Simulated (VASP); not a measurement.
# Li2P (P1) in VASP: notebook

The runs below take Li2P through single point, with LDA.

All numbers are computed with VASP 6.6.1; they aren't measurements. Logs are shortened: lines on timing, memory, paths and dates and some standing lists are left out, and cuts for length are marked.

### Step 1. The cell of the first run

The typed cell holds 3 atoms: a = 4.695 Å, b = 4.695 Å, c = 4.695 Å, α = 139.52°, β = 139.52°, γ = 58.58°.

### Step 2. Single point, LDA

Contents of INCAR:

```
PREC = Accurate ; ENCUT = 520
EDIFF = 1E-6 ; ISMEAR = -1
SIGMA = 0.05 ; LREAL = F
LASPH = T ; NELM = 80
ALGO = Normal ; ISIF = 2
LWAVE = F ; LCHARG = F
GGA = CA ; NBANDS = 12
```

Contents of KPOINTS:

```
regular mesh
0
Gamma
  6 6 8
```

Contents of POSCAR:

```
Li2P
1.0
   -1.6242032100      1.6242032100      4.0946098800
    1.6242032100     -1.6242032100      4.0946098800
    1.6242032100      1.6242032100     -4.0946098800
Li P
2 1
Direct
    0.6947180000      0.6602170000      0.0116230000
    0.3151600000      0.3175380000     -0.0135140000
   -0.0008010000      0.0159290000      0.0069600000
```

Potentials or basis: VASP PAW LDA potentials, release 64 (Li_sv, P).

Launch:

```bash
> cat potpaw_LDA.64/Li_sv/POTCAR potpaw_LDA.64/P/POTCAR > POTCAR
> mpirun -np 1 vasp_std > vasp.out
```

OUTCAR:

```text
PREC = Accurate
   ENCUT = 520
   EDIFF = 1E-6
   ISMEAR = -1
   LREAL = F
   LASPH = T
   NELM = 80
   ISIF = 2
   GGA = CA

 ion  position               nearest neighbor table
   1  0.695  0.660  0.012-   2 2.54   2 2.56   3 2.58   3 2.67   3 2.69   3 2.72   3 2.78
   2  0.315  0.318  0.986-   1 2.54   1 2.56   3 2.61   3 2.69   3 2.71   3 2.76   3 2.77
   3  0.999  0.016  0.007-   1 2.58   2 2.61   1 2.67   1 2.69   2 2.69   2 2.71   1 2.72   2 2.76
                             2 2.77   1 2.78

  LATTYP: Found a body centered tetragonal cell.
 ALAT       =     3.2484064200
 C/A-ratio  =     2.5209960520

  Lattice vectors:

 A1 = (  -1.6242032100,   1.6242032100,   4.0946098800)
 A2 = (   1.6242032100,  -1.6242032100,   4.0946098800)
 A3 = (   1.6242032100,   1.6242032100,  -4.0946098800)

Analysis of symmetry for initial positions (statically):
=====================================================================
 Subroutine PRICEL returns:
 Original cell was already a primitive cell.

 Routine SETGRP: Setting up the symmetry group for a
 body centered tetragonal supercell.

 Subroutine GETGRP returns: Found  1 space group operations
 (whereof  1 operations were pure point group operations)
 out of a pool of 16 trial point group operations.

The static configuration has the point symmetry C_1 .

Analysis of symmetry for dynamics (positions and initial velocities):
=====================================================================
 Subroutine PRICEL returns:
 Original cell was already a primitive cell.

 Routine SETGRP: Setting up the symmetry group for a
 body centered tetragonal supercell.

 Subroutine GETGRP returns: Found  1 space group operations
 (whereof  1 operations were pure point group operations)
 out of a pool of 16 trial point group operations.

The dynamic configuration has the point symmetry C_1 .

 Subroutine INISYM returns: Found  1 space group operations
 (whereof  1 operations are pure point group operations),
 and found     1 'primitive' translations

----------------------------------------------------------------------------------------

                                     Primitive cell

  volume of cell :      43.2069

  direct lattice vectors                    reciprocal lattice vectors
    -1.624203210  1.624203210  4.094609880     0.000000000  0.307843253  0.122111755
     1.624203210 -1.624203210  4.094609880     0.307843253  0.000000000  0.122111755
[... 118 lines left out ...]
   TEBEG  =    0.0;   TEEND  =   0.0 temperature during run
   PSTRESS=    0.0 pullay stress
   NELECT =      11.0000    total number of electrons
   NUPDOWN=      -1.0000    fix difference up-down
   EMIN   =  10.00;   EMAX   =-10.00  energy-range for DOS
   EFERMI =   0.00;   METHOD = LEGACY
   ISMEAR =    -1;   SIGMA  =   0.05  broadening in eV -4-tet -1-fermi 0-gaus
   EFERMI_NEDOS =   21; number of points for ismear=-14 and -15
   IALGO  =     38    algorithm
   IMIX   =      4    mixing-type and parameters
     AMIX     =   0.40;   BMIX     =  1.00
     AMIX_MAG =   1.60;   BMIX_MAG =  1.00
  volume/ion in A,a.u.               =      14.40        97.19
  Fermi-wavevector in a.u.,A,eV,Ry     =   1.037579  1.960741 14.647636  1.076571
  Thomas-Fermi vector in A             =   2.172024
   LORBIT       =      0    0 simple, 1 ext, 2 COOP (PROOUT), +10 PAW based schemes
   GGA     = CA    functional components
   LHFCALC =     F    Hartree Fock is set to
   AEXX    =    0.0000 exact exchange contribution
   IVDW    =     0    specifies the selected vdW correction
   LEPSILON=     F    determine dielectric tensor
   LRPA    =     F    only Hartree local field effects (RPA)
 non-spin polarized calculation
  energy-cutoff  :      520.00
  volume of cell :       43.21
 maximum number of plane-waves:      1178
   NGX = 17   NGY = 17   NGZ = 17

 number of electron      10.9999999 magnetization

 Free energy of the ion-electron system (eV)
  ---------------------------------------------------
  ext. energy  EPLUGINS =         0.00000000
  ---------------------------------------------------
  free energy    TOTEN  =       -11.48495121 eV

  energy without entropy =      -11.47970603  energy(sigma->0) =      -11.48232862

 E-fermi :   4.3122     XC(G=0):  -9.2746

 val. band max:        4.2975074882   @ k =  -0.0000  -0.3333   0.1250
 cond. band min:       4.3191419158   @ k =   0.3333   0.5000   0.3750
 fundamental gap:      0.0216344276
 Fermi energy:         4.3121805057

 k-point     1 :       0.0000    0.0000    0.0000
  band No.  band energies     occupation
      1     -41.3379      2.00000
      2     -41.2312      2.00000
      3      -6.8589      2.00000
      4       1.6981      2.00000
      5       4.5388      0.02128
      6       5.3335      0.00000
      7       5.3425      0.00000
      8       9.6895      0.00000
      9      10.2002      0.00000
     10      10.2631      0.00000
     11      10.7650      0.00000
     12      13.8796      0.00000
[... 331 lines left out ...]
 k-point    24 :       0.5000    0.0000    0.1250
  band No.  band energies     occupation
      1     -41.3167      2.00000
      2     -41.2447      2.00000
      3      -5.5554      2.00000
      4       0.3931      2.00000
      5       1.2941      2.00000
      6       4.7165      0.00062
      7       6.4352      0.00000
      8       9.0417      0.00000
      9      11.0582      0.00000
     10      11.9109      0.00000
     11      12.5771      0.00000
     12      13.3011      0.00000

 [... further k-points ...]

------------------------ aborting loop because EDIFF is reached ----------------------------------------

  FORCE on cell =-STRESS in cart. coord.  units (eV):
  Direction    XX          YY          ZZ          XY          YZ          ZX
  --------------------------------------------------------------------------------------
  -------------------------------------------------------------------------------------
  Total       -0.0326828     -0.0658061     -3.5046294     -0.0215160      0.1232353      0.0011392
  in kB       -1.2119290     -2.4401896   -129.9569275     -0.7978445      4.5697512      0.0422435
  external PRESSURE =     -44.5363487 kB  Pullay stress =       0.0000000 kB

 VOLUME and BASIS-vectors are now :
 -----------------------------------------------------------------------------
  energy-cutoff  :      520.00
  volume of cell :       43.21
      direct lattice vectors                 reciprocal lattice vectors
    -1.624203210  1.624203210  4.094609880     0.000000000  0.307843253  0.122111755
     1.624203210 -1.624203210  4.094609880     0.307843253  0.000000000  0.122111755
     1.624203210  1.624203210 -4.094609880     0.307843253  0.307843253  0.000000000

 POSITION                                       TOTAL-FORCE (eV/Angst)
 -----------------------------------------------------------------------------------
     -0.03716      0.07491      5.50034         0.099678     -0.206710     -0.656917
      1.60612      1.59839     -1.44862         0.012154      0.122784      0.819386
     -1.58573      1.60833      4.12805        -0.111831      0.083925     -0.162470
 -----------------------------------------------------------------------------------
    total drift:                               -0.000160      0.000126     -0.000161

  FREE ENERGIE OF THE ION-ELECTRON SYSTEM (eV)
  ---------------------------------------------------
  free  energy   TOTEN  =       -11.4849512129 eV

  energy  without entropy=      -11.4797060302  energy(sigma->0) =      -11.48232862
```

Wall time 1.7 min (1 thread of Intel Xeon Platinum 8375C at 2.90GHz (Ice Lake), shared host); peak memory 0.2 GiB.

What came out:

```
Free energy            : -11.4850 eV
Largest force          : 0.829 eV/Å
Band gap on the k mesh : zero (an odd number of electrons rules out a gap without spin polarisation)
```

Forces on the atoms (eV/Å):
```
Li   0.100 -0.207 -0.657
Li   0.012  0.123  0.819
P   -0.112  0.084 -0.162
```

Caveat: the cutoff is under 1.25 times the usual one of these potentials, so pressure, stress and relaxed cells hold a basis-set (Pulay) error.

### Step 3. Single point, LDA

Contents of INCAR:

```
PREC = Accurate
ENCUT = 520
EDIFF = 1E-6
ISMEAR = -1
SIGMA = 0.025
LREAL = False
LASPH = True
NELM = 60
ALGO = Normal
ISIF = 2
LWAVE = False
LCHARG = True
LELF = True
LVHAR = True
NBANDS = 12
```

KPOINTS is that of step 2.

POSCAR is that of step 2.

Potentials or basis: VASP PAW LDA potentials, release 64 (Li_sv, P).

Launch:

```bash
> cat potpaw_LDA.64/Li_sv/POTCAR potpaw_LDA.64/P/POTCAR > POTCAR
> mpirun -np 1 vasp_std > vasp.out
```

It took 99 s on 1 thread of Intel Xeon Platinum 8375C at 2.90GHz (Ice Lake), shared host; peak memory 0.2 GiB.

Results (log left out):

* Free energy: -11.4828 eV
* Largest force: 0.828 eV/Å
* Band gap on the k mesh: zero (an odd number of electrons rules out a gap without spin polarisation)

Forces on the atoms (eV/Å):
```
Li   0.099 -0.206 -0.656
Li   0.012  0.123  0.819
P   -0.111  0.083 -0.162
```

Levels at points of the mesh, in eV from the Fermi level:
| k point | band 3 | band 4 | band 5 | band 6 | band 7 | band 8 | band 9 | band 10 |
| --- | --- | --- | --- | --- | --- | --- | --- | --- |
| (0.00, 0.00, 0.00) | -11.16 | -2.60 | 0.24 | 1.03 | 1.04 | 5.39 | 5.90 | 5.96 |
| (0.50, 0.00, 0.00) | -9.75 | -4.62 | -3.00 | 1.50 | 1.94 | 5.99 | 6.54 | 7.24 |
| (0.00, 0.50, 0.00) | -9.76 | -4.59 | -2.97 | 1.42 | 1.93 | 5.91 | 6.63 | 7.31 |
| (0.50, 0.50, 0.00) | -8.28 | -3.93 | -3.08 | -1.19 | 0.50 | 2.16 | 4.98 | 5.89 |
| (0.00, 0.00, 0.50) | -8.28 | -3.94 | -3.08 | -1.21 | 0.53 | 2.19 | 4.96 | 5.92 |
| (0.50, 0.00, 0.50) | -9.76 | -4.60 | -2.97 | 1.43 | 1.93 | 6.00 | 6.53 | 7.30 |
| (0.00, 0.50, 0.50) | -9.77 | -4.58 | -2.93 | 1.34 | 1.92 | 5.96 | 6.60 | 7.44 |
| (0.50, 0.50, 0.50) | -10.94 | -4.87 | 0.48 | 0.48 | 5.40 | 5.66 | 6.22 | 8.91 |

Caveat: the cutoff is under 1.25 times the usual one of these potentials, so pressure, stress and relaxed cells hold a basis-set (Pulay) error.
